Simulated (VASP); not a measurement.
Write the native input for VASP 6.6.1 that does the following.

```yaml
Task: single point
Functional: PBE
Potentials_or_basis: VASP PAW PBE potentials, release 64 (Cd, Co, Se)
Cutoff: 520 eV
k_mesh: 10 × 10 × 10
Occupations: gaussian, width 0.1 eV
Spin: no spin polarisation
Dipole_correction: no
Further_INCAR_settings: ALGO = Normal; EDIFF = 1e-06; NBANDS = 33
```

The structure of CdCo2Se3 lies in POSCAR:

```
CdCo2Se3
1.0
   -2.1655677435      2.1655677435      6.7110128911
    2.1655677435     -2.1655677435      6.7110128911
    2.1655677435      2.1655677435     -6.7110128911
Cd Co Se
1 2 3
Direct
    0.0000000000      0.0000000000      0.0000000000
    0.6759470339      0.6759470339      0.0000000000
    0.3240529661      0.3240529661      0.0000000000
    0.7500000000      0.2500000000      0.5000000000
    0.2500000000      0.7500000000      0.5000000000
    0.5000000000      0.5000000000      0.0000000000
```

These files were run (other wordings do the same):

INCAR

```
ALGO = Normal ; EDIFF = 1E-6
ENCUT = 520 ; GGA = PE
ISIF = 2 ; ISMEAR = 0
LASPH = True ; LCHARG = False
LREAL = False ; LWAVE = False
NBANDS = 33 ; NELM = 60
PREC = Accurate ; SIGMA = 0.1
```

KPOINTS

```
k-points
0
Gamma
  10 10 10
```

Potentials or basis: VASP PAW PBE potentials, release 64 (Cd, Co, Se).

Command:

```sh
$ cat potpaw_PBE.64/Cd/POTCAR potpaw_PBE.64/Co/POTCAR potpaw_PBE.64/Se/POTCAR > POTCAR
$ mpirun -np 1 vasp_std > vasp.out
```

Results of the run:

The pressure is -1.9 GPa, the largest force is 0.004 eV/Å and the band gap on the k mesh is zero (bands 24 and 25 overlap by 0.98 eV).

Caveat: the run has no spin polarisation, though such a crystal can be magnetic.

Wall time 10 min on 1 thread of Intel(R) Xeon(R) 6975P-C (Granite Rapids) (shared host), peak memory 0.7 GiB.
